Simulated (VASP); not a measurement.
# Zr4Nb in VASP: further runs

Runs on Zr4Nb. Level: PBE. Tasks: single point.

Program: VASP 6.6.1. These are calculated values, not measurements. Logs are shortened: lines on timing, memory, paths and dates and some standing lists are left out, and cuts for length are marked.

## Step 1: The cell of the first run

The cell holds a slab with vacuum, 5 atoms: a = 3.231 Å, b = 3.231 Å, c = 26.350 Å, α = 90.00°, β = 90.00°, γ = 120.00°.

## Step 2: Single point, PBE

INCAR

```
PREC = Accurate
ENCUT = 520
EDIFF = 1E-6
ISMEAR = -1
SIGMA = 0.08
LREAL = False
LASPH = True
NELM = 100
ALGO = Normal
ISIF = 2
LWAVE = False
LCHARG = True
LDIPOL = True
IDIPOL = 3
DIPOL = 0.5 0.5 0.500
GGA = PE
LELF = True
LVHAR = True
LVACPOTAV = True
NBANDS = 38
```

KPOINTS

```
Automatic mesh
0
Gamma
  15 15 1
```

POSCAR

```
Zr4Nb
1.0
    3.2310992957      0.0000000000      0.0000000000
   -1.6155496478      2.7982140722      0.0000000000
    0.0000000000      0.0000000000     26.3503000000
Zr Nb
4 1
Direct
    0.0000000000      0.0000000000      0.3077549329
    0.3333333333      0.6666666667      0.3996974088
    0.3333333333      0.6666666667      0.6003025912
    0.0000000000      0.0000000000      0.6922450535
    0.0000000000      0.0000000000      0.5000000133
```

Potentials or basis: VASP PAW PBE potentials, release 64 (Zr_sv, Nb_sv).

Run with:

```console
> cat potpaw_PBE.64/Zr_sv/POTCAR potpaw_PBE.64/Nb_sv/POTCAR > POTCAR
> mpirun -np 1 vasp_std > vasp.out
```

OUTCAR:

```text
PREC = Accurate
   ENCUT = 520
   EDIFF = 1E-6
   ISMEAR = -1
   LREAL = False
   LASPH = True
   NELM = 100
   ISIF = 2
   GGA = PE

 ion  position               nearest neighbor table
   1  0.000  0.000  0.308-   2 3.06   2 3.06   2 3.06
   2  0.333  0.667  0.400-   1 3.06   1 3.06   1 3.06   5 3.24   5 3.24   5 3.24
   3  0.333  0.667  0.600-   4 3.06   4 3.06   4 3.06   5 3.24   5 3.24   5 3.24
   4  0.000  0.000  0.692-   3 3.06   3 3.06   3 3.06
   5  0.000  0.000  0.500-   3 3.24   3 3.24   3 3.24   2 3.24   2 3.24   2 3.24

  LATTYP: Found a hexagonal cell.
 ALAT       =     3.2310992957
 C/A-ratio  =     8.1552120775

  Lattice vectors:

 A1 = (   3.2310992957,   0.0000000000,   0.0000000000)
 A2 = (  -1.6155496478,   2.7982140722,   0.0000000000)
 A3 = (   0.0000000000,   0.0000000000,  26.3503000000)

Analysis of symmetry for initial positions (statically):
=====================================================================
 Subroutine PRICEL returns:
 Original cell was already a primitive cell.

 Routine SETGRP: Setting up the symmetry group for a
 hexagonal supercell.

 Subroutine GETGRP returns: Found 12 space group operations
 (whereof 12 operations were pure point group operations)
 out of a pool of 24 trial point group operations.

The static configuration has the point symmetry D_3h.

Analysis of symmetry for dynamics (positions and initial velocities):
=====================================================================
 Subroutine PRICEL returns:
 Original cell was already a primitive cell.

 Routine SETGRP: Setting up the symmetry group for a
 hexagonal supercell.

 Subroutine GETGRP returns: Found 12 space group operations
 (whereof 12 operations were pure point group operations)
 out of a pool of 24 trial point group operations.

The dynamic configuration has the point symmetry D_3h.

 Subroutine INISYM returns: Found 12 space group operations
 (whereof 12 operations are pure point group operations),
 and found     1 'primitive' translations

----------------------------------------------------------------------------------------

                                     Primitive cell

  volume of cell :     238.2412

  direct lattice vectors                    reciprocal lattice vectors
     3.231099296  0.000000000  0.000000000     0.309492191  0.178685400  0.000000000
    -1.615549648  2.798214072  0.000000000     0.000000000  0.357370799  0.000000000
     0.000000000  0.000000000 26.350300000     0.000000000  0.000000000  0.037950232

  length of vectors
     3.231099296  3.231099296 26.350300000     0.357370799  0.357370799  0.037950232

  position of ions in fractional coordinates (direct lattice)
     0.000000000  0.000000000  0.307754933
     0.333333333  0.666666667  0.399697409
     0.333333333  0.666666667  0.600302591
     0.000000000  0.000000000  0.692245054
     0.000000000  0.000000000  0.500000013

  ion indices of the primitive-cell ions
   primitive index   ion index
                 1           1
                 2           2
                 3           3
                 4           4
                 5           5

----------------------------------------------------------------------------------------

 KPOINTS: Automatic mesh

Automatic generation of k-mesh.
 Grid dimensions read from file:
 generate k-points for:   15   15    1

 Generating k-lattice:

  Cartesian coordinates                     Fractional coordinates (reciprocal lattice)
     0.020632813  0.011912360  0.000000000     0.066666667 -0.000000000  0.000000000
     0.000000000  0.023824720  0.000000000     0.000000000  0.066666667  0.000000000
     0.000000000  0.000000000  0.037950232     0.000000000  0.000000000  1.000000000

  Length of vectors
     0.023824720  0.023824720  0.037950232

  Shift w.r.t. Gamma in fractional coordinates (k-lattice)
     0.000000000  0.000000000  0.000000000

 Subroutine IBZKPT returns following result:
 ===========================================

 Found     27 irreducible k-points:

 Following reciprocal coordinates:
            Coordinates               Weight
  0.000000  0.000000  0.000000      1.000000
  0.066667 -0.000000  0.000000      6.000000
  0.133333 -0.000000  0.000000      6.000000
  0.200000 -0.000000  0.000000      6.000000
  0.266667 -0.000000  0.000000      6.000000
  0.333333 -0.000000  0.000000      6.000000
[... 16 lines left out ...]
  0.333333  0.200000  0.000000     12.000000
  0.400000  0.200000  0.000000      6.000000
 [... further k-points ...]
   k-points           NKPTS =     27   k-points in BZ     NKDIM =     27   number of bands    NBANDS=     38
   number of dos      NEDOS =    301   number of ions     NIONS =      5
   total plane-waves  NPLWV = 112896
   dimension x,y,z NGX =    24 NGY =   24 NGZ =  196
   dimension x,y,z NGXF=    48 NGYF=   48 NGZF=  392
   ions per type =               4   1
   NGX,Y,Z   is equivalent  to a cutoff of  12.35, 12.35, 12.37 a.u.
   NGXF,Y,Z  is equivalent  to a cutoff of  24.70, 24.70, 24.73 a.u.
 SYSTEM =  unknown system
   PREC   = accura    normal or accurate (medium, high low for compatibility)
   ISTART =      0    job   : 0-new  1-cont  2-samecut
   ICHARG =      2    charge: 1-file 2-atom 10-const
   ISPIN  =      1    spin polarized calculation?
   LNONCOLLINEAR =      F non collinear calculations
   LSORBIT =      F    spin-orbit coupling
   LASPH  =      T    aspherical Exc in radial PAW
   ENCUT  =  520.0 eV  38.22 Ry    6.18 a.u.   6.01  6.01 48.99*2*pi/ulx,y,z
   NELM   =    100;   NELMIN=  2; NELMDL= -5     # of ELM steps
   EDIFF  = 0.1E-05   stopping-criterion for ELM
   LREAL  =      F    real-space projection
   EDIFFG = 0.1E-04   stopping-criterion for IOM
   NSW    =      0    number of steps for IOM
   IBRION =     -1    ionic relax: 0-MD 1-quasi-New 2-CG
   NFREE  =      0    steps in history (QN), initial steepest desc. (CG)
   ISIF   =      2    stress and relaxation
   ISYM   =      2    0-nonsym 1-usesym 2-fastsym
   POTIM  = 0.5000    time-step for ionic-motion
   TEBEG  =    0.0;   TEEND  =   0.0 temperature during run
   PSTRESS=    0.0 pullay stress
   NELECT =      61.0000    total number of electrons
   NUPDOWN=      -1.0000    fix difference up-down
   EMIN   =  10.00;   EMAX   =-10.00  energy-range for DOS
   EFERMI =   0.00;   METHOD = LEGACY
   ISMEAR =    -1;   SIGMA  =   0.08  broadening in eV -4-tet -1-fermi 0-gaus
   EFERMI_NEDOS =   21; number of points for ismear=-14 and -15
   IALGO  =     38    algorithm
   IMIX   =      4    mixing-type and parameters
     AMIX     =   0.40;   BMIX     =  1.00
     AMIX_MAG =   1.60;   BMIX_MAG =  1.00
  volume/ion in A,a.u.               =      47.65       321.55
  Fermi-wavevector in a.u.,A,eV,Ry     =   1.039551  1.964467 14.703360  1.080666
  Thomas-Fermi vector in A             =   2.174086
   LORBIT       =      0    0 simple, 1 ext, 2 COOP (PROOUT), +10 PAW based schemes
   GGA     = PE    functional components
   LHFCALC =     F    Hartree Fock is set to
   AEXX    =    0.0000 exact exchange contribution
   IVDW    =     0    specifies the selected vdW correction
   LEPSILON=     F    determine dielectric tensor
   LRPA    =     F    only Hartree local field effects (RPA)
 non-spin polarized calculation
  energy-cutoff  :      520.00
  volume of cell :      238.24
 maximum number of plane-waves:      6476
   NGX = 13   NGY = 13   NGZ = 97

 dipolmoment           0.000000      0.000000     -0.000000 electrons x Angstroem

 number of electron      61.0000002 magnetization

 dipolmoment           0.000000      0.000000      0.000000 electrons x Angstroem

 Free energy of the ion-electron system (eV)
  ---------------------------------------------------
  ext. energy  EPLUGINS =         0.00000000
  ---------------------------------------------------
  free energy    TOTEN  =       -41.85588177 eV

  energy without entropy =      -41.68532311  energy(sigma->0) =      -41.77060244

 E-fermi :   2.3138     XC(G=0):  -6.1706

 val. band max:        2.2917852812   @ k =   0.0667   0.0667   0.0000
 cond. band min:       2.3168245131   @ k =   0.4000   0.1333   0.0000
 fundamental gap:      0.0250392319
 Fermi energy:         2.3137884868

 k-point     1 :       0.0000    0.0000    0.0000
  band No.  band energies     occupation
      1     -52.7314      2.00000
      2     -46.6730      2.00000
      3     -46.6730      2.00000
      4     -46.4020      2.00000
      5     -46.4016      2.00000
      6     -28.7835      2.00000
[... 30 lines left out ...]
     37       3.3056      0.00001
     38       3.4857      0.00000

 k-point     2 :       0.0667   -0.0000    0.0000
  band No.  band energies     occupation
      1     -52.7294      2.00000
      2     -46.6689      2.00000
      3     -46.6689      2.00000
      4     -46.3988      2.00000
      5     -46.3985      2.00000
      6     -28.7807      2.00000
[... 30 lines left out ...]
     37       3.3349      0.00001
     38       3.3936      0.00000

 k-point     3 :       0.1333   -0.0000    0.0000
  band No.  band energies     occupation
      1     -52.7237      2.00000
      2     -46.6573      2.00000
      3     -46.6573      2.00000
      4     -46.3900      2.00000
      5     -46.3897      2.00000
      6     -28.7727      2.00000
[... 30 lines left out ...]
     37       3.3060      0.00001
     38       3.5004      0.00000

 k-point     4 :       0.2000   -0.0000    0.0000
  band No.  band energies     occupation
      1     -52.7154      2.00000
      2     -46.6402      2.00000
      3     -46.6402      2.00000
      4     -46.3770      2.00000
      5     -46.3768      2.00000
      6     -28.7609      2.00000
[... 30 lines left out ...]
     37       3.3266      0.00001
     38       3.7973      0.00000
[... 703 lines left out ...]
      4     -46.3338      2.00000
      5     -46.3337      2.00000
      6     -28.8326      2.00000
[... 30 lines left out ...]
     37       3.2536      0.00002
     38       3.8308      0.00000

 k-point    23 :       0.3333    0.2000    0.0000
  band No.  band energies     occupation
      1     -52.6831      2.00000
      2     -46.5729      2.00000
      3     -46.5729      2.00000
      4     -46.3266      2.00000
      5     -46.3265      2.00000
      6     -28.8565      2.00000
[... 30 lines left out ...]
     37       3.5256      0.00000
     38       4.0118      0.00000

 k-point    24 :       0.4000    0.2000    0.0000
  band No.  band energies     occupation
      1     -52.6815      2.00000
      2     -46.5695      2.00000
      3     -46.5695      2.00000
      4     -46.3241      2.00000
      5     -46.3240      2.00000
      6     -28.8645      2.00000
[... 30 lines left out ...]
     37       3.6549      0.00000
     38       4.1360      0.00000

 [... further k-points ...]

------------------------ aborting loop because EDIFF is reached ----------------------------------------

  FORCE on cell =-STRESS in cart. coord.  units (eV):
  Direction    XX          YY          ZZ          XY          YZ          ZX
  --------------------------------------------------------------------------------------
  -------------------------------------------------------------------------------------
  Total       -4.7646132     -4.7646132     -2.6519767     -0.0000000      0.0000000     -0.0000000
  in kB      -32.0421338    -32.0421338    -17.8346046     -0.0000000      0.0000000     -0.0000000
  external PRESSURE =     -27.3062907 kB  Pullay stress =       0.0000000 kB

 VOLUME and BASIS-vectors are now :
 -----------------------------------------------------------------------------
  energy-cutoff  :      520.00
  volume of cell :      238.24
      direct lattice vectors                 reciprocal lattice vectors
     3.231099296  0.000000000  0.000000000     0.309492191  0.178685400  0.000000000
    -1.615549648  2.798214072  0.000000000     0.000000000  0.357370799  0.000000000
     0.000000000  0.000000000 26.350300000     0.000000000  0.000000000  0.037950232

 POSITION                                       TOTAL-FORCE (eV/Angst)
 -----------------------------------------------------------------------------------
      0.00000      0.00000      8.10943        -0.000000      0.000000     -0.026459
     -0.00000      1.86548     10.53215         0.000000     -0.000000      0.543693
     -0.00000      1.86548     15.81815         0.000000      0.000000     -0.543693
      0.00000      0.00000     18.24086        -0.000000      0.000000      0.026459
      0.00000      0.00000     13.17515        -0.000000      0.000000     -0.000000
 -----------------------------------------------------------------------------------
    total drift:                                0.000001     -0.000000     -0.000050

  FREE ENERGIE OF THE ION-ELECTRON SYSTEM (eV)
  ---------------------------------------------------
  free  energy   TOTEN  =       -41.8558817729 eV

  energy  without entropy=      -41.6853231074  energy(sigma->0) =      -41.77060244

 vacuum level on the upper side and lower side of the slab         6.471         6.471
```

Run time: 4 min. Hardware: 1 thread of Intel Xeon 6975P-C (Granite Rapids), shared host; peak memory 0.45 GiB.

Results:

| Quantity | Value |
| --- | --- |
| Free energy | -41.8559 eV |
| Largest force | 0.544 eV/Å |
| Band gap on the k mesh | zero (an odd number of electrons rules out a gap without spin polarisation) |

Forces on the atoms (eV/Å):
```
Zr   0.000  0.000 -0.026
Zr   0.000  0.000  0.544
Zr   0.000  0.000 -0.544
Zr   0.000  0.000  0.026
Nb   0.000  0.000  0.000
```

## Step 3: Single point, PBE

INCAR

```
SYSTEM = Zr4Nb
PREC     = Accurate       ! precision mode
ENCUT    = 520            ! plane-wave cutoff, eV
EDIFF    = 1E-6           ! SCF threshold, eV
ISMEAR   = -1             ! smearing method
SIGMA    = 0.08           ! smearing width, eV
LREAL    = .FALSE.        ! projectors in reciprocal space
LASPH    = .TRUE.         ! aspherical terms in the spheres
NELM     = 100            ! most SCF steps
ALGO     = Normal         ! electronic algorithm
ISIF     = 2              ! what is computed and relaxed
LWAVE    = .FALSE.        ! write WAVECAR
LCHARG   = .FALSE.        ! write CHGCAR
LDIPOL   = .TRUE.       
IDIPOL   = 3            
DIPOL    = 0.5 0.5 0.500
GGA      = PE             ! functional
NBANDS   = 38             ! bands
```

KPOINTS

```
Automatic mesh
0
G
  15 15 1
  0 0 0
```

POSCAR is that of step 2.

Potentials or basis: VASP PAW PBE potentials, release 64 (Zr_sv, Nb_sv).

Run with:

```console
> cat potpaw_PBE.64/Zr_sv/POTCAR potpaw_PBE.64/Nb_sv/POTCAR > POTCAR
> mpirun -np 1 vasp_std > vasp.out
```

It took 4.1 min on 1 thread of Intel Xeon 6975P-C (Granite Rapids), shared host; peak memory 0.44 GiB.

The run converged. Its results:

- Free energy: -41.8559 eV
- Largest force: 0.544 eV/Å
- Band gap on the k mesh: zero (an odd number of electrons rules out a gap without spin polarisation)

Forces in eV/Å, atoms in the order of the input:
```
Zr   0.000  0.000 -0.026
Zr   0.000  0.000  0.544
Zr   0.000  0.000 -0.544
Zr   0.000  0.000  0.026
Nb   0.000  0.000  0.000
```

Levels at points of the mesh, in eV from the Fermi level:
| k point | band 27 | band 28 | band 29 | band 30 | band 31 | band 32 | band 33 | band 34 | band 35 | band 36 |
| --- | --- | --- | --- | --- | --- | --- | --- | --- | --- | --- |
| (0.00, 0.00, 0.00) | -0.23 | 0.24 | 0.26 | 0.26 | 0.48 | 0.62 | 0.62 | 0.78 | 0.78 | 0.99 |

The gap in the log of VASP goes by the Fermi energy; the results here count the filled bands.